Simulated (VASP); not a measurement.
# SiC (SiC (F-43m)) (F-43m) in VASP: notebook

SiC (SiC (F-43m)) is run at these levels: LDA, PBE; tasks: single point.

Program: VASP 6.6.1. These are calculated values, not measurements. Logs are shortened: lines on timing, memory, paths and dates and some standing lists are left out, and cuts for length are marked.

## 1. The cell of the first run

The structure is cubic, space group F-43m (No. 216). Conventional cell: a = 4.380 Å, b = 4.380 Å, c = 4.380 Å, α = 90.00°, β = 90.00°, γ = 90.00°. Si (site symmetry -43m) has 4 C at 1.90 Å within 2.5 Å. Within 2.5 Å of C (site symmetry -43m) lie 4 Si at 1.90 Å.

## 2. Single point, LDA

Input file INCAR:

```
PREC     = Accurate       # precision mode
ENCUT    = 600            # plane-wave cutoff, eV
EDIFF    = 1E-6           # SCF threshold, eV
ISMEAR   = -1             # smearing method
SIGMA    = 0.01           # smearing width, eV
LREAL    = F              # projectors in reciprocal space
LASPH    = T              # aspherical terms in the spheres
NELM     = 120            # most SCF steps
ALGO     = Normal         # electronic algorithm
ISIF     = 2              # what is computed and relaxed
LWAVE    = F              # write WAVECAR
LCHARG   = F              # write CHGCAR
NBANDS   = 11             # bands
GGA_COMPAT= F
```

Input file KPOINTS:

```
Automatic mesh
0
Gamma
  11 11 11
```

Input file POSCAR:

```
SiC
1.0
    0.0000000000      2.1898619285      2.1898619285
    2.1898619285      0.0000000000      2.1898619285
    2.1898619285      2.1898619285      0.0000000000
Si C
1 1
Direct
    0.7500000005      0.7500000005      0.7500000005
    0.0000000000      0.0000000000      0.0000000000
```

Potentials or basis: VASP PAW LDA potentials, release 64 (Si, C).

The run is started by

```sh
> cat potpaw_LDA.64/Si/POTCAR potpaw_LDA.64/C/POTCAR > POTCAR
> mpirun -np 1 vasp_std > vasp.out
```

OUTCAR:

```text
PREC = Accurate
   ENCUT = 600
   EDIFF = 1E-6
   ISMEAR = -1
   LREAL = F
   LASPH = T
   NELM = 120
   ISIF = 2

 ion  position               nearest neighbor table
   1  0.750  0.750  0.750-   2 1.90   2 1.90   2 1.90   2 1.90
   2  0.000  0.000  0.000-   1 1.90   1 1.90   1 1.90   1 1.90

  LATTYP: Found a face centered cubic cell.
 ALAT       =     4.3797238570

  Lattice vectors:

 A1 = (   0.0000000000,   2.1898619285,   2.1898619285)
 A2 = (   2.1898619285,   0.0000000000,   2.1898619285)
 A3 = (   2.1898619285,   2.1898619285,   0.0000000000)

Analysis of symmetry for initial positions (statically):
=====================================================================
 Subroutine PRICEL returns:
 Original cell was already a primitive cell.

 Routine SETGRP: Setting up the symmetry group for a
 face centered cubic supercell.

 Subroutine GETGRP returns: Found 24 space group operations
 (whereof 24 operations were pure point group operations)
 out of a pool of 48 trial point group operations.

The static configuration has the point symmetry T_d .

Analysis of symmetry for dynamics (positions and initial velocities):
=====================================================================
 Subroutine PRICEL returns:
 Original cell was already a primitive cell.

 Routine SETGRP: Setting up the symmetry group for a
 face centered cubic supercell.

 Subroutine GETGRP returns: Found 24 space group operations
 (whereof 24 operations were pure point group operations)
 out of a pool of 48 trial point group operations.

The dynamic configuration has the point symmetry T_d .

 Subroutine INISYM returns: Found 24 space group operations
 (whereof 24 operations are pure point group operations),
 and found     1 'primitive' translations

----------------------------------------------------------------------------------------

                                     Primitive cell

  volume of cell :      21.0029

  direct lattice vectors                    reciprocal lattice vectors
     0.000000000  2.189861929  2.189861929    -0.228324897  0.228324897  0.228324897
     2.189861929  0.000000000  2.189861929     0.228324897 -0.228324897  0.228324897
     2.189861929  2.189861929  0.000000000     0.228324897  0.228324897 -0.228324897

  length of vectors
     3.096932439  3.096932439  3.096932439     0.395470323  0.395470323  0.395470323

  position of ions in fractional coordinates (direct lattice)
     0.750000001  0.750000001  0.750000001
     0.000000000  0.000000000  0.000000000

  ion indices of the primitive-cell ions
   primitive index   ion index
                 1           1
                 2           2

----------------------------------------------------------------------------------------

 KPOINTS: Automatic mesh

Automatic generation of k-mesh.
 Grid dimensions read from file:
 generate k-points for:   11   11   11

 Generating k-lattice:

  Cartesian coordinates                     Fractional coordinates (reciprocal lattice)
    -0.020756809  0.020756809  0.020756809     0.090909091  0.000000000  0.000000000
     0.020756809 -0.020756809  0.020756809     0.000000000  0.090909091  0.000000000
     0.020756809  0.020756809 -0.020756809     0.000000000  0.000000000  0.090909091

  Length of vectors
     0.035951848  0.035951848  0.035951848

  Shift w.r.t. Gamma in fractional coordinates (k-lattice)
     0.000000000  0.000000000  0.000000000

 Subroutine IBZKPT returns following result:
 ===========================================

 Found     56 irreducible k-points:

 Following reciprocal coordinates:
            Coordinates               Weight
  0.000000  0.000000  0.000000      1.000000
  0.090909  0.000000  0.000000      8.000000
  0.181818  0.000000  0.000000      8.000000
  0.272727  0.000000  0.000000      8.000000
  0.363636  0.000000  0.000000      8.000000
  0.454545  0.000000  0.000000      8.000000
[... 16 lines left out ...]
 -0.272727  0.181818  0.000000     24.000000
 -0.181818  0.181818  0.000000     12.000000
 [... further k-points ...]
   k-points           NKPTS =     56   k-points in BZ     NKDIM =     56   number of bands    NBANDS=     11
   number of dos      NEDOS =    301   number of ions     NIONS =      2
   total plane-waves  NPLWV =  21952
   dimension x,y,z NGX =    28 NGY =   28 NGZ =   28
   dimension x,y,z NGXF=    56 NGYF=   56 NGZF=   56
   ions per type =               1   1
   NGX,Y,Z   is equivalent  to a cutoff of  15.03, 15.03, 15.03 a.u.
   NGXF,Y,Z  is equivalent  to a cutoff of  30.06, 30.06, 30.06 a.u.
 SYSTEM =  unknown system
   PREC   = accura    normal or accurate (medium, high low for compatibility)
   ISTART =      0    job   : 0-new  1-cont  2-samecut
   ICHARG =      2    charge: 1-file 2-atom 10-const
   ISPIN  =      1    spin polarized calculation?
   LNONCOLLINEAR =      F non collinear calculations
   LSORBIT =      F    spin-orbit coupling
   LASPH  =      T    aspherical Exc in radial PAW
   ENCUT  =  600.0 eV  44.10 Ry    6.64 a.u.   6.19  6.19  6.19*2*pi/ulx,y,z
   NELM   =    120;   NELMIN=  2; NELMDL= -5     # of ELM steps
   EDIFF  = 0.1E-05   stopping-criterion for ELM
   LREAL  =      F    real-space projection
   EDIFFG = 0.1E-04   stopping-criterion for IOM
   NSW    =      0    number of steps for IOM
   IBRION =     -1    ionic relax: 0-MD 1-quasi-New 2-CG
   NFREE  =      0    steps in history (QN), initial steepest desc. (CG)
   ISIF   =      2    stress and relaxation
   ISYM   =      2    0-nonsym 1-usesym 2-fastsym
   POTIM  = 0.5000    time-step for ionic-motion
   TEBEG  =    0.0;   TEEND  =   0.0 temperature during run
   PSTRESS=    0.0 pullay stress
   NELECT =       8.0000    total number of electrons
   NUPDOWN=      -1.0000    fix difference up-down
   EMIN   =  10.00;   EMAX   =-10.00  energy-range for DOS
   EFERMI =   0.00;   METHOD = LEGACY
   ISMEAR =    -1;   SIGMA  =   0.01  broadening in eV -4-tet -1-fermi 0-gaus
   EFERMI_NEDOS =   21; number of points for ismear=-14 and -15
   IALGO  =     38    algorithm
   IMIX   =      4    mixing-type and parameters
     AMIX     =   0.40;   BMIX     =  1.00
     AMIX_MAG =   1.60;   BMIX_MAG =  1.00
  volume/ion in A,a.u.               =      10.50        70.87
  Fermi-wavevector in a.u.,A,eV,Ry     =   1.186710  2.242558 19.160835  1.408282
  Thomas-Fermi vector in A             =   2.322877
   LORBIT       =      0    0 simple, 1 ext, 2 COOP (PROOUT), +10 PAW based schemes
   GGA     = CA    functional components
   LHFCALC =     F    Hartree Fock is set to
   AEXX    =    0.0000 exact exchange contribution
   IVDW    =     0    specifies the selected vdW correction
   LEPSILON=     F    determine dielectric tensor
   LRPA    =     F    only Hartree local field effects (RPA)
 non-spin polarized calculation
  energy-cutoff  :      600.00
  volume of cell :       21.00
 maximum number of plane-waves:       725
 NGX is ok and might be reduce to    28

 number of electron       8.0000000 magnetization

 Free energy of the ion-electron system (eV)
  ---------------------------------------------------
  ext. energy  EPLUGINS =         0.00000000
  ---------------------------------------------------
  free energy    TOTEN  =       -16.62927308 eV

  energy without entropy =      -16.62927308  energy(sigma->0) =      -16.62927308

 E-fermi :   8.1891     XC(G=0): -11.4933

 val. band max:        7.8916746333   @ k =   0.0000   0.0000   0.0000
 cond. band min:       9.3039943554   @ k =   0.4545   0.4545   0.0000
 fundamental gap:      1.4123197220
 Fermi energy:         8.1890743063

 k-point     1 :       0.0000    0.0000    0.0000
  band No.  band energies     occupation
      1      -7.3075      2.00000
      2       7.8917      2.00000
      3       7.8917      2.00000
      4       7.8917      2.00000
      5      14.0076      0.00000
      6      14.9831      0.00000
      7      14.9831      0.00000
      8      14.9831      0.00000
      9      22.2665      0.00000
     10      22.2665      0.00000
     11      23.8325      0.00000

 k-point     2 :       0.0909    0.0000    0.0000
  band No.  band energies     occupation
      1      -7.1473      2.00000
      2       7.0514      2.00000
      3       7.7795      2.00000
      4       7.7795      2.00000
      5      14.2382      0.00000
      6      15.1861      0.00000
      7      15.1861      0.00000
      8      15.1889      0.00000
      9      21.4249      0.00000
     10      21.4249      0.00000
     11      23.8603      0.00000

 k-point     3 :       0.1818    0.0000    0.0000
  band No.  band energies     occupation
      1      -6.6722      2.00000
      2       5.2119      2.00000
      3       7.5114      2.00000
      4       7.5114      2.00000
      5      14.0009      0.00000
      6      15.5450      0.00000
      7      15.5450      0.00000
      8      16.2238      0.00000
      9      20.6709      0.00000
     10      20.6709      0.00000
     11      23.1140      0.00000

 k-point     4 :       0.2727    0.0000    0.0000
  band No.  band energies     occupation
      1      -5.9033      2.00000
      2       3.1251      2.00000
      3       7.2146      2.00000
      4       7.2146      2.00000
      5      13.6106      0.00000
      6      15.5550      0.00000
      7      15.5550      0.00000
      8      17.2167      0.00000
      9      21.0678      0.00000
     10      21.0678      0.00000
     11      22.6678      0.00000
[... 239 lines left out ...]
 k-point    22 :      -0.3636    0.1818    0.0000
  band No.  band energies     occupation
      1      -3.7292      2.00000
      2       0.5353      2.00000
      3       4.4437      2.00000
      4       6.5118      2.00000
      5      13.0399      0.00000
      6      15.6508      0.00000
      7      16.3496      0.00000
      8      18.5833      0.00000
      9      21.7591      0.00000
     10      22.5433      0.00000
     11      26.0890      0.00000

 k-point    23 :      -0.2727    0.1818    0.0000
  band No.  band energies     occupation
      1      -4.7341      2.00000
      2       2.0928      2.00000
      3       4.4984      2.00000
      4       6.9666      2.00000
      5      13.7829      0.00000
      6      15.6912      0.00000
      7      16.1802      0.00000
      8      17.5147      0.00000
      9      19.9649      0.00000
     10      23.1516      0.00000
     11      26.3426      0.00000

 k-point    24 :      -0.1818    0.1818    0.0000
  band No.  band energies     occupation
      1      -5.6465      2.00000
      2       3.6255      2.00000
      3       5.1088      2.00000
      4       7.3993      2.00000
      5      14.5598      0.00000
      6      15.4764      0.00000
      7      15.8781      0.00000
      8      16.6676      0.00000
      9      19.1700      0.00000
     10      22.5699      0.00000
     11      26.5351      0.00000

 [... further k-points ...]

------------------------ aborting loop because EDIFF is reached ----------------------------------------

  FORCE on cell =-STRESS in cart. coord.  units (eV):
  Direction    XX          YY          ZZ          XY          YZ          ZX
  --------------------------------------------------------------------------------------
  -------------------------------------------------------------------------------------
  Total       -0.9510008     -0.9510008     -0.9510008      0.0000000     -0.0000000     -0.0000000
  in kB      -72.5456359    -72.5456359    -72.5456359      0.0000000     -0.0000000     -0.0000000
  external PRESSURE =     -72.5456359 kB  Pullay stress =       0.0000000 kB

 VOLUME and BASIS-vectors are now :
 -----------------------------------------------------------------------------
  energy-cutoff  :      600.00
  volume of cell :       21.00
      direct lattice vectors                 reciprocal lattice vectors
     0.000000000  2.189861929  2.189861929    -0.228324897  0.228324897  0.228324897
     2.189861929  0.000000000  2.189861929     0.228324897 -0.228324897  0.228324897
     2.189861929  2.189861929  0.000000000     0.228324897  0.228324897 -0.228324897

 POSITION                                       TOTAL-FORCE (eV/Angst)
 -----------------------------------------------------------------------------------
      3.28479      3.28479      3.28479        -0.000000     -0.000000     -0.000000
      0.00000      0.00000      0.00000         0.000000      0.000000      0.000000
 -----------------------------------------------------------------------------------
    total drift:                               -0.000000     -0.000000     -0.000000

  FREE ENERGIE OF THE ION-ELECTRON SYSTEM (eV)
  ---------------------------------------------------
  free  energy   TOTEN  =       -16.6292730792 eV

  energy  without entropy=      -16.6292730792  energy(sigma->0) =      -16.62927308
```

Run time: 9 s. Hardware: 1 thread of Intel Xeon Platinum 8488C (Sapphire Rapids), shared host; peak memory 0.14 GiB.

Results:

```yaml
Free_energy: -16.6293 eV
Pressure: -7.3 GPa
Band_gap_on_the_k_mesh: 1.41 eV, indirect (least direct gap 4.53 eV)
```

A k mesh can miss the band edges. As with any semilocal functional, this LDA gap is likely too small.

## 3. Single point, PBE

Input file INCAR:

```
PREC = Accurate ; ENCUT = 600
EDIFF = 1E-6 ; ISMEAR = -1
SIGMA = 0.01 ; LREAL = F
LASPH = T ; NELM = 120
ALGO = Normal ; ISIF = 2
LWAVE = F ; LCHARG = F
GGA = PE ; NBANDS = 11
GGA_COMPAT = F
```

KPOINTS is that of step 2.

POSCAR is that of step 2.

Potentials or basis: VASP PAW PBE potentials, release 64 (Si, C).

The run is started by

```sh
> cat potpaw_PBE.64/Si/POTCAR potpaw_PBE.64/C/POTCAR > POTCAR
> mpirun -np 1 vasp_std > vasp.out
```

Wall time 10 s (1 thread of Intel Xeon Platinum 8488C (Sapphire Rapids), shared host); peak memory 0.15 GiB.

The run converged. Its results:

| Quantity | Value |
| --- | --- |
| Free energy | -15.0623 eV |
| Pressure | -0.2 GPa |
| Band gap on the k mesh | 1.47 eV, indirect (least direct gap 4.58 eV) |

Levels at points of the mesh, in eV from the valence-band top:
| k point | band 1 | band 2 | band 3 | band 4 | band 5 | band 6 | band 7 | band 8 | band 9 |
| --- | --- | --- | --- | --- | --- | --- | --- | --- | --- |
| (0.00, 0.00, 0.00) | -15.29 | 0.00 | 0.00 | 0.00 | 6.06 | 7.21 | 7.21 | 7.21 | 14.42 |

A k mesh can miss the band edges. Expect the measured gap to be larger: semilocal functionals such as PBE lack the derivative discontinuity.

## 4. Single point, PBE

This run uses another cell than the first one: it holds 32 atoms, not 2.

Input file INCAR:

```
ALGO = Normal
EDIFF = 1E-6
ENCUT = 600
GGA = PE
GGA_COMPAT = F
ISIF = 2
ISMEAR = -1
LASPH = T
LCHARG = T
LELF = T
LREAL = Auto
LVHAR = T
LWAVE = F
NBANDS = 86
NELM = 120
PREC = Accurate
SIGMA = 0.01
```

Input file KPOINTS:

```
k-points
0
Gamma
  1 1 1
```

Input file POSCAR:

```
SiC
1.0
   -4.3797238600      4.3797238600     -4.3797238600
    4.3797238600      4.3797238600      4.3797238600
    4.3797238600     -4.3797238600     -4.3797238600
Si C
16 16
Direct
    0.0000000000      0.0000000000      0.7500000000
    0.0000000000      0.2500000000      0.5000000000
    0.0000000000      0.5000000000      0.2500000000
    0.0000000000      0.7500000000      0.0000000000
    0.2500000000      0.0000000000      0.5000000000
    0.2500000000      0.2500000000      0.2500000000
    0.2500000000      0.5000000000      0.0000000000
    0.2500000000      0.7500000000      0.7500000000
    0.5000000000      0.0000000000      0.2500000000
    0.5000000000      0.2500000000      0.0000000000
    0.5000000000      0.5000000000      0.7500000000
    0.5000000000      0.7500000000      0.5000000000
    0.7500000000      0.0000000000      0.0000000000
    0.7500000000      0.2500000000      0.7500000000
    0.7500000000      0.5000000000      0.5000000000
    0.7500000000      0.7500000000      0.2500000000
    0.0000000000      0.0000000000      0.0000000000
    0.0000000000      0.2500000000      0.7500000000
    0.0000000000      0.5000000000      0.5000000000
    0.0000000000      0.7500000000      0.2500000000
    0.2500000000      0.0000000000      0.7500000000
    0.2500000000      0.2500000000      0.5000000000
    0.2500000000      0.5000000000      0.2500000000
    0.2500000000      0.7500000000      0.0000000000
    0.5000000000      0.0000000000      0.5000000000
    0.5000000000      0.2500000000      0.2500000000
    0.5000000000      0.5000000000      0.0000000000
    0.5000000000      0.7500000000      0.7500000000
    0.7500000000      0.0000000000      0.2500000000
    0.7500000000      0.2500000000      0.0000000000
    0.7500000000      0.5000000000      0.7500000000
    0.7500000000      0.7500000000      0.5000000000
```

The run is started by

```sh
> cat potpaw_PBE.64/Si/POTCAR potpaw_PBE.64/C/POTCAR > POTCAR
> mpirun -np 1 vasp_gam > vasp.out
```

It took 57 s on 1 thread of Intel Xeon Platinum 8488C (Sapphire Rapids), shared host; peak memory 0.51 GiB.

Results (log left out):

- Free energy: -237.0011 eV
- Pressure: 1.3 GPa
- Band gap on the k mesh: 1.30 eV

Levels at points of the mesh, in eV from the valence-band top:
```tsv
k point	band 61	band 62	band 63	band 64	band 65	band 66	band 67	band 68
(0.00, 0.00, 0.00)	-1.19	0.00	0.00	0.00	1.30	1.30	1.30	4.20
```

Caveat: the k points lie up to 1.01 Å⁻¹ apart. A k mesh can miss the band edges.

(Continued in part 2 of 2.)
